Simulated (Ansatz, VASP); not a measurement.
InAs: VASP beside Ansatz

File INCAR:

```
SYSTEM = InAs
ALGO = Normal ; EDIFF = 1E-7
ENCUT = 520 ; GGA = CA
GGA_COMPAT = .FALSE. ; ISIF = 2
ISMEAR = -1 ; LASPH = .TRUE.
LCHARG = .FALSE. ; LNONCOLLINEAR = .TRUE.
LORBIT = 11 ; LORBMOM = .TRUE.
LREAL = .FALSE. ; LSORBIT = .TRUE.
LWAVE = .FALSE. ; MAGMOM = 0 0 0 0 0 0
NBANDS = 30 ; NELM = 150
PREC = Accurate ; SIGMA = 0.05
```

Contents of KPOINTS:

```
k-points
0
G
  6 6 6
  0 0 0
```

File POSCAR:

```
InAs
1.0
    0.0000000000      2.8773040000      2.8773040000
    2.8773040000      0.0000000000      2.8773040000
    2.8773040000      2.8773040000      0.0000000000
In As
1 1
Direct
    0.5000000000      0.5000000000      0.5000000000
    0.0000000000      0.0000000000      0.0000000000
```

Contents of input.yaml:

```yaml
crystal:
  lattice:
    - [0.0, 2.877304, 2.877304]
    - [2.877304, 0.0, 2.877304]
    - [2.877304, 2.877304, 0.0]
  atoms:
    - { symbol: In, position: [0.5, 0.5, 0.5] }
    - { symbol: As, position: [0.0, 0.0, 0.0] }
hamiltonian:
  xc: lda
  pseudopotentials: { kind: paw_fr }
magnetization:
  noncollinear: true
  spin_orbit: true
kpoints:
  mp_grid: { grid: [6, 6, 6] }
  band_path:
    path:
      - [[0.0, 0.0, 0.0], [0.5, 0.0, 0.5], [0.5, 0.25, 0.75], [0.375, 0.375, 0.75], [0.0, 0.0, 0.0], [0.5, 0.5, 0.5], [0.625, 0.25, 0.625], [0.5, 0.25, 0.75], [0.5, 0.5, 0.5], [0.375, 0.375, 0.75]]
      - [[0.625, 0.25, 0.625], [0.5, 0.0, 0.5]]
    npoints: 14
scf:
  occupations: { method: fermi_dirac, width: 0.05 }
  n_extra_bands: 6
output:
  forces: true
  stress: true
  eigenvalues: true
  fatbands: false
```

Alike in both runs: functional LDA; k mesh 6 × 6 × 6; occupations fermi-dirac, width 0.05 eV; non-collinear spin, spin-orbit coupling.

|  | VASP | Ansatz |
| --- | --- | --- |
| version | VASP 6.6.1 | Ansatz 0.2.0 |
| potentials or method | VASP PAW LDA potentials, release 64 (In_d, As) | Ansatz PAW |
| plane-wave cutoff (eV) | 520 | 420 |
| valence electrons in the cell | 18 | 28 |
| task | single point | band structure |

VASP gave:

| Property | Result |
| --- | --- |
| pressure (GPa) | -5.0 |
| net moment per atom (μB) | 0.00 |

Which values does Ansatz return?

Pressure (GPa): -5.1; net moment per atom (μB): 0.00.

LDA's correlation is that of Perdew and Zunger in VASP and of Perdew and Wang (1992) in Ansatz. VASP's potentials hold 18 valence electrons a cell and Ansatz's 28, so a difference there can come from the potentials and not from the codes.
